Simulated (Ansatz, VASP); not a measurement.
One calculation of Mo, two programs

```
Mo
1.0
    -1.57522    1.57522    1.57522
     1.57522   -1.57522    1.57522
     1.57522    1.57522   -1.57522
Mo
1
Direct
  0.00000 0.00000 0.00000
```

Alike in both runs: functional r2SCAN; k mesh 18 × 18 × 18; occupations gaussian, width 0.1 eV; no spin polarisation.

Ansatz relaxed the structure, and its values are those at the end. VASP's run is a single point on that final structure, the one shown.

```csv
,VASP,Ansatz
version,VASP 6.6.1,Ansatz 0.2.0
potentials or method,"VASP PAW PBE potentials, release 64 (Mo_sv), cutoff 520 eV","scalar-relativistic, plane waves, PAW"
valence electrons in the cell,14,14
```

```csv
,VASP,Ansatz,Ansatz less VASP
gap on the k mesh at the Fermi level (eV),none,none,-
pressure (GPa),1.1,0.0,-1.13
```

VASP's potentials were made for PBE, not for r2SCAN. A gap of «none» marks a metal or a gap that the smearing closes.
